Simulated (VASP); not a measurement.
# Ta (Im-3m) in VASP: notebook

Runs on Ta. Level: PBE. Tasks: single point.

All numbers are computed with VASP 6.6.1; they aren't measurements. Logs are shortened: lines on timing, memory, paths and dates and some standing lists are left out, and cuts for length are marked.

### Step 1. The cell of the first run

Symmetry: Im-3m, No. 229, cubic system. The conventional cell has a = 3.303 Å, b = 3.303 Å, c = 3.303 Å, α = 90.00°, β = 90.00°, γ = 90.00°. Within 3.8 Å of Ta (site symmetry m-3m) lie 14 Ta at 2.86 to 3.30 Å.

### Step 2. Single point, PBE

Input file INCAR:

```
PREC     = Accurate       # precision mode
ENCUT    = 520            # plane-wave cutoff, eV
EDIFF    = 1E-6           # SCF threshold, eV
ISMEAR   = -1             # smearing method
SIGMA    = 0.1            # smearing width, eV
LREAL    = F              # projectors in reciprocal space
LASPH    = T              # aspherical terms in the spheres
NELM     = 80             # most SCF steps
ALGO     = Normal         # electronic algorithm
ISIF     = 2              # what is computed and relaxed
LWAVE    = F              # write WAVECAR
LCHARG   = F              # write CHGCAR
GGA      = PE             # functional
NBANDS   = 12             # bands
```

Input file KPOINTS:

```
regular mesh
0
Gamma
  12 12 12
```

Input file POSCAR:

```
Ta
1.0
   -1.6512800000      1.6512800000      1.6512800000
    1.6512800000     -1.6512800000      1.6512800000
    1.6512800000      1.6512800000     -1.6512800000
Ta
1
Direct
    0.0000000000      0.0000000000      0.0000000000
```

Potentials or basis: VASP PAW PBE potentials, release 64 (Ta_pv).

Launch:

```console
$ cat potpaw_PBE.64/Ta_pv/POTCAR > POTCAR
$ mpirun -np 1 vasp_std > vasp.out
```

OUTCAR:

```text
PREC = Accurate
   ENCUT = 520
   EDIFF = 1E-6
   ISMEAR = -1
   LREAL = F
   LASPH = T
   NELM = 80
   ISIF = 2
   GGA = PE

 ion  position               nearest neighbor table
   1  0.000  0.000  0.000-

  LATTYP: Found a body centered cubic cell.
 ALAT       =     3.3025600000

  Lattice vectors:

 A1 = (  -1.6512800000,   1.6512800000,   1.6512800000)
 A2 = (   1.6512800000,  -1.6512800000,   1.6512800000)
 A3 = (   1.6512800000,   1.6512800000,  -1.6512800000)

Analysis of symmetry for initial positions (statically):
=====================================================================
 Subroutine PRICEL returns:
 Original cell was already a primitive cell.

 Routine SETGRP: Setting up the symmetry group for a
 body centered cubic supercell.

 Subroutine GETGRP returns: Found 48 space group operations
 (whereof 48 operations were pure point group operations)
 out of a pool of 48 trial point group operations.

The static configuration has the point symmetry O_h .

Analysis of symmetry for dynamics (positions and initial velocities):
=====================================================================
 Subroutine PRICEL returns:
 Original cell was already a primitive cell.

 Routine SETGRP: Setting up the symmetry group for a
 body centered cubic supercell.

 Subroutine GETGRP returns: Found 48 space group operations
 (whereof 48 operations were pure point group operations)
 out of a pool of 48 trial point group operations.

The dynamic configuration has the point symmetry O_h .

 Subroutine INISYM returns: Found 48 space group operations
 (whereof 48 operations are pure point group operations),
 and found     1 'primitive' translations

----------------------------------------------------------------------------------------

                                     Primitive cell

  volume of cell :      18.0104

  direct lattice vectors                    reciprocal lattice vectors
    -1.651280000  1.651280000  1.651280000     0.000000000  0.302795407  0.302795407
     1.651280000 -1.651280000  1.651280000     0.302795407  0.000000000  0.302795407
     1.651280000  1.651280000 -1.651280000     0.302795407  0.302795407  0.000000000

  length of vectors
     2.860100858  2.860100858  2.860100858     0.428217371  0.428217371  0.428217371

  position of ions in fractional coordinates (direct lattice)
     0.000000000  0.000000000  0.000000000

  ion indices of the primitive-cell ions
   primitive index   ion index
                 1           1

[... 72 lines left out ...]
   LREAL  =      F    real-space projection
   EDIFFG = 0.1E-04   stopping-criterion for IOM
   NSW    =      0    number of steps for IOM
   IBRION =     -1    ionic relax: 0-MD 1-quasi-New 2-CG
   NFREE  =      0    steps in history (QN), initial steepest desc. (CG)
   ISIF   =      2    stress and relaxation
   ISYM   =      2    0-nonsym 1-usesym 2-fastsym
   POTIM  = 0.5000    time-step for ionic-motion
   TEBEG  =    0.0;   TEEND  =   0.0 temperature during run
   PSTRESS=    0.0 pullay stress
   NELECT =      11.0000    total number of electrons
   NUPDOWN=      -1.0000    fix difference up-down
   EMIN   =  10.00;   EMAX   =-10.00  energy-range for DOS
   EFERMI =   0.00;   METHOD = LEGACY
   ISMEAR =    -1;   SIGMA  =   0.10  broadening in eV -4-tet -1-fermi 0-gaus
   EFERMI_NEDOS =   21; number of points for ismear=-14 and -15
   IALGO  =     38    algorithm
   IMIX   =      4    mixing-type and parameters
     AMIX     =   0.40;   BMIX     =  1.00
     AMIX_MAG =   1.60;   BMIX_MAG =  1.00
  volume/ion in A,a.u.               =      18.01       121.54
  Fermi-wavevector in a.u.,A,eV,Ry     =   1.388988  2.624806 26.249534  1.929286
  Thomas-Fermi vector in A             =   2.513061
   LORBIT       =      0    0 simple, 1 ext, 2 COOP (PROOUT), +10 PAW based schemes
   GGA     = PE    functional components
   LHFCALC =     F    Hartree Fock is set to
   AEXX    =    0.0000 exact exchange contribution
   IVDW    =     0    specifies the selected vdW correction
   LEPSILON=     F    determine dielectric tensor
   LRPA    =     F    only Hartree local field effects (RPA)
 non-spin polarized calculation
  energy-cutoff  :      520.00
  volume of cell :       18.01
 maximum number of plane-waves:       498
 NGX is ok and might be reduce to    24
   NGX = 11   NGY = 11   NGZ = 11

 number of electron      11.0000002 magnetization

 Free energy of the ion-electron system (eV)
  ---------------------------------------------------
  ext. energy  EPLUGINS =         0.00000000
  ---------------------------------------------------
  free energy    TOTEN  =       -11.82854561 eV

  energy without entropy =      -11.78024715  energy(sigma->0) =      -11.80439638

 E-fermi :   5.4926     XC(G=0): -12.6170

 val. band max:        5.4886552654   @ k =   0.3333   0.0000   0.0000
 cond. band min:       5.5153074589   @ k =   0.3333   0.1667   0.0833
 fundamental gap:      0.0266521935
 Fermi energy:         5.4925951092

 k-point     1 :       0.0000    0.0000    0.0000
  band No.  band energies     occupation
      1     -27.5753      2.00000
      2     -27.5753      2.00000
      3     -27.5753      2.00000
      4      -2.4300      2.00000
      5       6.2265      0.00130
      6       6.2265      0.00130
      7       6.2265      0.00130
      8       9.4992      0.00000
      9       9.4992      0.00000
     10      20.1973      0.00000
     11      20.4969      0.00000
     12      20.4969      0.00000
[... 331 lines left out ...]
 k-point    24 :       0.4167    0.0833    0.0833
  band No.  band energies     occupation
      1     -28.6720      2.00000
      2     -28.0092      2.00000
      3     -27.6612      2.00000
      4       1.7346      2.00000
      5       3.8711      2.00000
      6       6.3856      0.00026
      7       9.6352      0.00000
      8      10.4508      0.00000
      9      14.2704      0.00000
     10      16.0368      0.00000
     11      18.1297      0.00000
     12      20.2039      0.00000

 [... further k-points ...]
[... 5 lines left out ...]
  --------------------------------------------------------------------------------------
  -------------------------------------------------------------------------------------
  Total        0.3420721      0.3420721      0.3420721     -0.0000000     -0.0000000     -0.0000000
  in kB       30.4302900     30.4302900     30.4302900     -0.0000000     -0.0000000     -0.0000000
  external PRESSURE =      30.4302900 kB  Pullay stress =       0.0000000 kB

 VOLUME and BASIS-vectors are now :
 -----------------------------------------------------------------------------
  energy-cutoff  :      520.00
  volume of cell :       18.01
      direct lattice vectors                 reciprocal lattice vectors
    -1.651280000  1.651280000  1.651280000     0.000000000  0.302795407  0.302795407
     1.651280000 -1.651280000  1.651280000     0.302795407  0.000000000  0.302795407
     1.651280000  1.651280000 -1.651280000     0.302795407  0.302795407  0.000000000

 POSITION                                       TOTAL-FORCE (eV/Angst)
 -----------------------------------------------------------------------------------
      0.00000      0.00000      0.00000        -0.000000      0.000000     -0.000000
 -----------------------------------------------------------------------------------
    total drift:                                0.000000      0.000000      0.000000

  FREE ENERGIE OF THE ION-ELECTRON SYSTEM (eV)
  ---------------------------------------------------
  free  energy   TOTEN  =       -11.8285456071 eV

  energy  without entropy=      -11.7802471547  energy(sigma->0) =      -11.80439638
```

OSZICAR:

```text
N       E                     dE             d eps       ncg     rms          rms(c)
DAV:   1     0.614683643907E+02    0.61468E+02   -0.61411E+03  1748   0.882E+02
DAV:   2    -0.113038218571E+02   -0.72772E+02   -0.71037E+02  1916   0.246E+02
DAV:   3    -0.122835967532E+02   -0.97977E+00   -0.96984E+00  2060   0.270E+01
DAV:   4    -0.122862803228E+02   -0.26836E-02   -0.26794E-02  1936   0.153E+00
DAV:   5    -0.122862885186E+02   -0.81959E-05   -0.81949E-05  2060   0.821E-02    0.135E+01
DAV:   6    -0.119340851308E+02    0.35220E+00   -0.28306E-01  2012   0.576E+00    0.657E+00
DAV:   7    -0.118294559036E+02    0.10463E+00   -0.24904E-01  1964   0.504E+00    0.395E-01
DAV:   8    -0.118285824380E+02    0.87347E-03   -0.68553E-03  1908   0.726E-01    0.141E-01
DAV:   9    -0.118285527906E+02    0.29647E-04   -0.14902E-04  1988   0.129E-01    0.258E-02
DAV:  10    -0.118285455691E+02    0.72214E-05   -0.35390E-06  1924   0.209E-02    0.343E-03
DAV:  11    -0.118285456071E+02   -0.37976E-07   -0.22116E-07  1080   0.524E-03
   1 F= -.11828546E+02 E0= -.11804396E+02  d E =-.482985E-01
```

stdout:

```text
POSCAR found type information on POSCAR Ta
 POSCAR found :  1 types and       1 ions
 scaLAPACK will be used
 LDA part: xc-table for (Slater+PW92), standard interpolation
 POSCAR, INCAR and KPOINTS ok, starting setup
 FFT: planning ... GRIDC
 FFT: planning ... GRID_SOFT
 FFT: planning ... GRID
 WAVECAR not read
 entering main loop
```

Run time: 6.5 s. Hardware: 1 thread of Intel Xeon 6975P-C, shared host; peak memory 0.15 GiB.

What came out:

```yaml
Free_energy: -11.8285 eV
Pressure: 3.0 GPa
```

Caveat: spin-orbit coupling is left out, which moves the levels of the heavy elements.

### Step 3. Single point, PBE

This run uses another cell than the first one, of 18.55 Å³/atom, 1.030 times its volume.

Input file INCAR:

```
ALGO = Normal ; EDIFF = 1E-7
ENCUT = 520 ; GGA = PE
ISIF = 2 ; ISMEAR = -1
LASPH = True ; LCHARG = True
LELF = True ; LREAL = False
LVHAR = True ; LWAVE = False
NBANDS = 12 ; NELM = 80
PREC = Accurate ; SIGMA = 0.1
```

Input file KPOINTS:

```
k-points
0
Gamma
  12 12 12
```

Input file POSCAR:

```
Ta
1.0
   -1.6676303703      1.6676303703      1.6676303703
    1.6676303703     -1.6676303703      1.6676303703
    1.6676303703      1.6676303703     -1.6676303703
Ta
1
Direct
    0.0000000000      0.0000000000      0.0000000000
```

Potentials or basis: VASP PAW PBE potentials, release 64 (Ta_pv).

Launch:

```console
$ cat potpaw_PBE.64/Ta_pv/POTCAR > POTCAR
$ mpirun -np 1 vasp_std > vasp.out
```

Wall time 9.3 s (1 thread of Intel Xeon 6975P-C, shared host); peak memory 0.15 GiB.

It converged, with:

```
Free energy : -11.8293 eV
Pressure    : -2.6 GPa
```

Levels at points of the mesh, in eV from the Fermi level:
| k point | band 2 | band 3 | band 4 | band 5 | band 6 | band 7 | band 8 | band 9 | band 10 | band 11 |
| --- | --- | --- | --- | --- | --- | --- | --- | --- | --- | --- |
| (0.00, 0.00, 0.00) | -33.19 | -33.19 | -7.81 | 0.73 | 0.73 | 0.73 | 3.90 | 3.90 | 14.60 | 14.87 |
| (0.50, 0.00, 0.00) | -33.53 | -33.19 | -4.25 | -1.46 | 1.45 | 3.77 | 4.76 | 7.51 | 11.26 | 11.80 |
| (0.50, 0.50, 0.50) | -33.93 | -33.93 | -3.63 | -3.63 | 6.60 | 6.60 | 6.60 | 8.39 | 8.39 | 8.39 |

Caveat: spin-orbit coupling is left out, which moves the levels of the heavy elements.

### Step 4. Single point, PBE

This run uses another cell than the first one, of 19.09 Å³/atom, 1.060 times its volume.

Input file INCAR:

```
SYSTEM = Ta
PREC = Accurate
ENCUT = 520
EDIFF = 1E-6
ISMEAR = -1
SIGMA = 0.1
LREAL = .FALSE.
LASPH = .TRUE.
NELM = 60
ALGO = Normal
ISIF = 2
LWAVE = .FALSE.
LCHARG = .TRUE.
GGA = PE
LELF = .TRUE.
LVHAR = .TRUE.
NBANDS = 12
```

Input file KPOINTS:

```
Automatic mesh
0
G
  12 12 12
  0 0 0
```

Input file POSCAR:

```
Ta
1.0
   -1.6836662614      1.6836662614      1.6836662614
    1.6836662614     -1.6836662614      1.6836662614
    1.6836662614      1.6836662614     -1.6836662614
Ta
1
Direct
    0.0000000000      0.0000000000      0.0000000000
```

Launch:

```console
$ cat potpaw_PBE.64/Ta_pv/POTCAR > POTCAR
$ mpirun -np 1 vasp_std > vasp.out
```

Wall time 10 s (1 thread of Intel Xeon 6975P-C, shared host); peak memory 0.15 GiB.

Results (log left out):

| Property | Result |
| --- | --- |
| Free energy | -11.8123 eV |
| Pressure | -7.5 GPa |

Levels at points of the mesh, in eV from the Fermi level:
| k point | band 3 | band 4 | band 5 | band 6 | band 7 | band 8 | band 9 | band 10 |
| --- | --- | --- | --- | --- | --- | --- | --- | --- |
| (0.00, 0.00, 0.00) | -33.30 | -7.69 | 0.73 | 0.73 | 0.73 | 3.80 | 3.80 | 14.49 |
| (0.50, 0.00, 0.00) | -33.31 | -4.13 | -1.38 | 1.34 | 3.65 | 4.60 | 7.24 | 10.81 |
| (0.50, 0.50, 0.50) | -33.98 | -3.47 | -3.47 | 6.37 | 6.37 | 6.37 | 8.14 | 8.14 |

Caveat: spin-orbit coupling is left out, which moves the levels of the heavy elements.

### Step 5. Overview

```tsv
cell	gap on the mesh (eV)	pressure (GPa)
a = 2.860 Å, angles 109.5°, 1 atom	none	3.0
a = 2.888 Å, angles 109.5°, 1 atom	none	-2.6
a = 2.916 Å, angles 109.5°, 1 atom	none	-7.5
```

Alike in all rows: task single point; level PBE; potentials or basis VASP PAW PBE potentials, release 64 (Ta_pv); no spin polarisation; k mesh 12 × 12 × 12; cutoff (eV) 520; smearing fermi-dirac 0.1 eV.

Caveats: spin-orbit coupling is left out, which moves the levels of the heavy elements.

Absolute energies hang on the potentials; compare differences alone.
